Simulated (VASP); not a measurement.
Here is a VASP 6.6.1 calculation.

Contents of POSCAR:

```
PtS2
1.0
    3.5666655845      0.0000000000      0.0000000000
   -1.7833327923      3.0888230030      0.0000000000
    0.0000000000      0.0000000000      5.0721705089
Pt S
1 2
Direct
    0.0000000000      0.0000000000      0.0000000000
    0.6666666667      0.3333333333      0.7730000000
    0.3333333333      0.6666666667      0.2270000000
```

Contents of INCAR.step1:

```
PREC     = Accurate       # precision mode
ENCUT    = 520            # plane-wave cutoff, eV
ISMEAR   = -1             # smearing method
SIGMA    = 0.05           # smearing width, eV
LREAL    = F              # projectors in reciprocal space
LASPH    = T              # aspherical terms in the spheres
NELM     = 100            # most SCF steps
NBANDS   = 18             # bands
GGA      = PE             # functional
ALGO     = Normal         # electronic algorithm
EDIFF    = 1E-4           # SCF threshold, eV
LWAVE    = T              # write WAVECAR
LCHARG   = F              # write CHGCAR
```

The input INCAR.step2:

```
PREC     = Accurate       # precision mode
ENCUT    = 520            # plane-wave cutoff, eV
EDIFF    = 1E-6           # SCF threshold, eV
ISMEAR   = -1             # smearing method
SIGMA    = 0.05           # smearing width, eV
LREAL    = F              # projectors in reciprocal space
LASPH    = T              # aspherical terms in the spheres
NELM     = 100            # most SCF steps
ALGO     = Normal         # electronic algorithm
ISIF     = 2              # what is computed and relaxed
LWAVE    = F              # write WAVECAR
LCHARG   = F              # write CHGCAR
METAGGA  = R2SCAN         # meta-GGA
LMIXTAU  = T            
NBANDS   = 18             # bands
ISTART   = 1
```

File KPOINTS:

```
regular mesh
0
Gamma
  9 9 5
```

Potentials or basis: VASP PAW PBE potentials, release 64 (Pt, S).

Launch:

```console
$ cat potpaw_PBE.64/Pt/POTCAR potpaw_PBE.64/S/POTCAR > POTCAR
$ cp INCAR.step1 INCAR
$ mpirun -np 1 vasp_std > vasp.out
$ cp INCAR.step2 INCAR
$ mpirun -np 1 vasp_std > vasp.out
```

(1) What does it give for the band gap on the k mesh?

(2) Estimate the pressure.

Answers

(1) 1.17 eV (least direct gap 1.23 eV).

(2) 5.9 GPa.

Caveat: the cell stands under pressure; the PAW data sets were made with another functional, which shifts forces and pressure a little; spin-orbit coupling is left out, which moves the levels of the heavy elements; an odd mesh through Γ misses points on the zone boundary, where band edges can lie.
